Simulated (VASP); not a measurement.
Wanted: the native input for a VASP 6.6.1 run.

| Quantity | Value |
| --- | --- |
| Task | dielectric tensor |
| Functional | r2SCAN |
| Potentials or basis | VASP PAW PBE potentials, release 64 (Cd, S) |
| Cutoff | 520 eV |
| k mesh | 6 × 6 × 6 |
| Occupations | gaussian, width 0.01 eV |
| Spin | no spin polarisation |
| Dipole correction | no |
| Further INCAR settings | ALGO = Normal; EDIFF = 1e-08 |

The structure of CdS lies in POSCAR:

```
CdS
1.0
    0.0373406500      2.9471633446      2.9471633446
    2.9471633446      0.0373406500      2.9471633446
    2.9471633446      2.9471633446      0.0373406500
Cd S
1 1
Direct
    0.0014428210      0.0014428210      0.0014428210
    0.2485571790      0.2485571790      0.2485571790
```

This cell differs from its parent crystal: epitaxial 111 strain -1.0%.

The input as run:

INCAR

```
PREC = Accurate
ENCUT = 520
EDIFF = 1E-8
ISMEAR = 0
SIGMA = 0.01
LREAL = F
LASPH = T
NELM = 80
ALGO = Normal
ISIF = 2
LWAVE = F
LCHARG = F
METAGGA = R2SCAN
LMIXTAU = T
LCALCEPS = T
```

KPOINTS

```
regular mesh
0
Gamma
  6 6 6
```

Potentials or basis: VASP PAW PBE potentials, release 64 (Cd, S).

Run with:

```sh
$ cat potpaw_PBE.64/Cd/POTCAR potpaw_PBE.64/S/POTCAR > POTCAR
$ mpirun -np 1 vasp_std > vasp.out
```

It gave:

```yaml
Band_gap_on_the_k_mesh: 1.53 eV, direct
Electronic_dielectric_tensor_diagonal: 5.39
Born_charges_mean_of_the_diagonal: Cd +2.18; S -2.18 e
```

Caveat: the cell differs from its parent crystal (epitaxial 111 strain -1.0%).

Run time: 24 min on 1 thread of Intel(R) Xeon(R) Platinum 8375C CPU @ 2.90GHz (Ice Lake), with other jobs on the host, peak memory 0.35 GiB.
